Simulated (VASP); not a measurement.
**Be: single point with PBE**

Crystal: Be.

```
Be
1.0
     3.74681    0.00000    0.00000
     0.00000    3.74681    0.00000
     0.00000    0.00000    2.28128
Be
4
Direct
  0.79077 0.20912 0.51175
  0.18534 0.79776 0.48205
  0.71237 0.70424 0.99470
  0.29557 0.29289 0.00880
```

This cell differs from its parent crystal: atoms moved at random.

* Program: VASP 6.6.1
* Task: single point
* Functional: PBE
* Potentials or basis: VASP PAW PBE potentials, release 64 (Be)
* Cutoff: 520 eV
* k mesh: 7 × 7 × 12
* Occupations: fermi-dirac, width 0.05 eV
* Spin: no spin polarisation

The pressure is 0.5 GPa, the largest force is 0.691 eV/Å and the band gap on the k mesh is zero (band 4 reaches 7.78 eV, above the bottom of band 5 at 5.92 eV).

Forces on the atoms (eV/Å):
```
Be   0.121 -0.110 -0.197
Be   0.584 -0.076  0.330
Be  -0.689  0.001  0.056
Be  -0.016  0.185 -0.189
```

Stress tensor (GPa, compression positive):
```
 1.90  0.40 -0.43
 0.40  0.02  0.25
-0.43  0.25 -0.34
```

Levels at points of the mesh, in eV from the Fermi level:
| k point | band 1 | band 2 | band 3 | band 4 | band 5 | band 6 | band 7 | band 8 |
| --- | --- | --- | --- | --- | --- | --- | --- | --- |
| (0.00, 0.00, 0.00) | -11.22 | -5.02 | -4.48 | -1.13 | -0.94 | 4.64 | 4.72 | 7.43 |
| (0.00, 0.00, 0.50) | -5.89 | -5.85 | 0.80 | 0.92 | 1.75 | 1.93 | 2.49 | 2.61 |

It took 2 min on 1 thread of AMD EPYC 7R13 (shared host), peak memory 0.17 GiB.

Caveat: the cell differs from its parent crystal (atoms moved at random).
